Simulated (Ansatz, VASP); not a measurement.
**Two plane-wave programs on Se**

Contents of INCAR:

```
SYSTEM = Se
PREC = Accurate
ENCUT = 600
EDIFF = 1E-6
ISMEAR = 0
SIGMA = 0.1
LREAL = .False.
LASPH = .True.
NELM = 100
ALGO = Normal
ISIF = 3
LWAVE = .False.
LCHARG = .False.
GGA = PE
IVDW = 12
IBRION = 2
NSW = 90
EDIFFG = -0.04
```

File KPOINTS:

```
regular mesh
0
Gamma
  6 6 4
  0 0 0
```

File POSCAR:

```
Se
1.0
    3.7910914600      0.0000000000      0.0000000000
   -1.8955457300      3.2831815100      0.0000000000
    0.0000000000      0.0000000000      4.4338414900
Se
2
Direct
    0.6666666700      0.3333333300      0.1447775600
    0.3333333300      0.6666666700      0.8552224400
```

Input for Ansatz:

```yaml
crystal:
  lattice:
    - [3.79109146, 0.0, 0.0]
    - [-1.89554573, 3.28318151, 0.0]
    - [0.0, 0.0, 4.43384149]
  atoms:
    - { symbol: Se, position: [0.66666667, 0.33333333, 0.14477756] }
    - { symbol: Se, position: [0.33333333, 0.66666667, 0.85522244] }
basis:
  ecutwfc: 420
kpoints:
  mp_grid: { grid: [6, 6, 4] }
hamiltonian:
  xc: pbe
  dispersion: d3bj
scf:
  occupations: { method: gaussian, width: 0.1 }
  lower_state_search: "off"
output:
  forces: true
  stress: true
  eigenvalues: true
relax:
  adjacent_minimum: "off"
  f_tol: 0.04
  max_steps: 70
  cell: { stress_tol: 0.4 }
```

Alike in both runs: task relaxation of cell and atoms; functional PBE; dispersion D3(BJ); k mesh 6 × 6 × 4; occupations gaussian, width 0.1 eV; no spin polarisation.

|  | VASP | Ansatz |
| --- | --- | --- |
| version | VASP 6.6.1 | Ansatz 0.2.0 |
| potentials or method | VASP PAW PBE potentials, release 64 (Se), cutoff 600 eV | scalar-relativistic, plane waves, PAW |
| valence electrons in the cell | 12 | 32 |

Ansatz gave:

| Property | Result |
| --- | --- |
| gap on the k mesh at the Fermi level, each at its own relaxed structure (eV) | none |
| relaxed volume (Å³/atom) | 20.87 |
| relaxed cell length with the largest relative difference (Å) | 3.520 |

Problem. Estimate VASP's values.

Solution. gap on the k mesh at the Fermi level, each at its own relaxed structure (eV): none; relaxed volume (Å³/atom): 31.53; relaxed cell length with the largest relative difference (Å): 4.257.

A gap of «none» marks a metal or a gap that the smearing closes. One of these differences is far larger than is usual between the two programs; its cause wasn't traced. VASP's potentials hold 12 valence electrons a cell and Ansatz's 32, so a difference there can come from the potentials and not from the codes.
